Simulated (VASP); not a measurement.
Wanted: the native input for a VASP 6.6.1 run.

```yaml
Task: single point
Functional: PBEsol
Potentials_or_basis: VASP PAW PBE potentials, release 64 (K_sv)
Cutoff: 520 eV
k_mesh: 9 × 9 × 9
Occupations: gaussian, width 0.1 eV
Spin: no spin polarisation
Dipole_correction: no
Further_INCAR_settings: ALGO = Normal; EDIFF = 1e-06; NBANDS = 10
```

The structure of K lies in POSCAR:

```
K
1.0
    4.2396620736      0.2586263694     -0.2586263694
    0.2586263694      4.2396620736     -0.2586263694
   -0.2586263694     -0.2586263694      4.2396620736
K
1
Direct
    0.0000000000      0.0000000000      0.0000000000
```

This cell differs from its parent crystal: strained.

One way to write it, as run:

INCAR

```
ALGO = Normal
EDIFF = 1E-6
ENCUT = 520
GGA = PS
ISIF = 2
ISMEAR = 0
LASPH = T
LCHARG = T
LELF = T
LREAL = F
LVHAR = T
LWAVE = F
NBANDS = 10
NELM = 60
PREC = Accurate
SIGMA = 0.1
```

KPOINTS

```
k-points
0
Gamma
  9 9 9
```

Potentials or basis: VASP PAW PBE potentials, release 64 (K_sv).

Launch:

```console
$ cat potpaw_PBE.64/K_sv/POTCAR > POTCAR
$ mpirun -np 1 vasp_std > vasp.out
```

It gave:

```
Pressure : 0.0 GPa
```

Caveat: the cell differs from its parent crystal (strained); the PAW data sets were made with another functional, which shifts forces and pressure a little.

Run time: 28 s on 1 thread of AMD EPYC 7R43 64-Core Processor (Zen 3), on a shared host, peak memory 0.17 GiB.
